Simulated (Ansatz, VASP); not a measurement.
**MoS2: VASP beside Ansatz**

Contents of POSCAR:

```
MoS2
1.0
    1.5960003060      0.9214512063      6.1554945136
   -1.5960003060      0.9214512063      6.1554945136
    0.0000000000     -1.8429024126      6.1554945136
Mo S
1 2
Direct
    0.0000000000      0.0000000000      0.0000000000
    0.2500000000      0.2500000000      0.2500000000
    0.7500000000      0.7500000000      0.7500000000
```

File INCAR.step1:

```
ALGO = Normal ; EDIFF = 1E-4
ENCUT = 520 ; GGA = PE
ISMEAR = -1 ; LASPH = True
LCHARG = False ; LREAL = False
LWAVE = True ; NBANDS = 20
NELM = 60 ; PREC = Accurate
SIGMA = 0.05
```

File INCAR.step2:

```
ALGO = Normal ; EDIFF = 1E-7
ENCUT = 520 ; ISIF = 2
ISMEAR = -1 ; ISTART = 1
LASPH = True ; LCHARG = False
LMIXTAU = True ; LREAL = False
LWAVE = False ; METAGGA = R2SCAN
NBANDS = 20 ; NELM = 60
PREC = Accurate ; SIGMA = 0.05
```

KPOINTS

```
k-points
0
Gamma
  10 10 10
```

File input.yaml:

```yaml
crystal:
  lattice:
    - [1.596000306, 0.9214512063, 6.1554945136]
    - [-1.596000306, 0.9214512063, 6.1554945136]
    - [0.0, -1.8429024126, 6.1554945136]
  atoms:
    - { symbol: Mo, position: [0.0, 0.0, 0.0] }
    - { symbol: S, position: [0.25, 0.25, 0.25] }
    - { symbol: S, position: [0.75, 0.75, 0.75] }
hamiltonian:
  xc: r2scan
  pseudopotentials: { kind: paw }
kpoints:
  mp_grid: { grid: [10, 10, 10] }
scf:
  occupations: { method: fermi_dirac, width: 0.05 }
output:
  forces: true
  stress: true
  eigenvalues: true
```

Alike in both runs: task single point; functional r2SCAN; k mesh 10 × 10 × 10; occupations fermi-dirac, width 0.05 eV; no spin polarisation.

|  | VASP | Ansatz |
| --- | --- | --- |
| version | VASP 6.6.1 | Ansatz 0.2.0 |
| potentials or method | VASP PAW PBE potentials, release 64 (Mo_sv, S) | Ansatz PAW |
| plane-wave cutoff (eV) | 520 | 500 |
| valence electrons in the cell | 26 | 26 |

Ansatz gave:

| Quantity | Value |
| --- | --- |
| gap on the k mesh at the Fermi level (eV) | none |
| pressure (GPa) | 3.8 |
| traceless stress, the component that is largest in VASP (GPa) | 0.97 |
| rms of the force components (eV/Å) | 0.210 |

Question: Estimate VASP's values.

Answer: gap on the k mesh at the Fermi level (eV): none; pressure (GPa): 3.8; traceless stress, the component that is largest in VASP (GPa): 0.96; rms of the force components (eV/Å): 0.213.

VASP's potentials were made for PBE, not for r2SCAN. Atom by atom the forces differ by 0.002 eV/Å (rms over components). A gap of «none» marks a metal or a gap that the smearing closes. With one functional, cell and mesh, what is left measures potentials, basis and numerics.
